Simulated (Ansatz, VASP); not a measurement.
**HgTe: VASP beside Ansatz**

```
Hg Te
1.0
    -3.04560    3.04560    1.55941
     3.04560   -3.04560    1.55941
     3.04560    3.04560   -1.55941
Hg Te
1 1
Direct
  0.75000 0.25000 0.50000
  0.00000 0.00000 0.00000
```

Alike in both runs: task relaxation of cell and atoms; functional PBE; k mesh 10 × 10 × 10; occupations fermi-dirac, width 0.05 eV; no spin polarisation.

```csv
,VASP,Ansatz
version,VASP 6.6.1,Ansatz 0.2.0
potentials or method,"VASP PAW PBE potentials, release 64 (Hg, Te)",Ansatz PAW
plane-wave cutoff (eV),600,420
valence electrons in the cell,18,36
```

```csv
,VASP,Ansatz,Ansatz less VASP
"gap on the k mesh at the Fermi level, each at its own relaxed structure (eV)",none,none,-
relaxed volume (Å³/atom),28.68,28.60,-0.079
relaxed length of the cell vector where the two differ most in proportion (Å),4.494,4.489,-0.0044
```

A gap of «none» marks a metal or a gap that the smearing closes. VASP's potentials hold 18 valence electrons a cell and Ansatz's 36, so a difference there can come from the potentials and not from the codes.

Neither program's run includes spin-orbit coupling. Noted on Ansatz's run: the plane-wave basis is chosen anew once the cell has moved, so the energies of steps on either side of that aren't comparable.
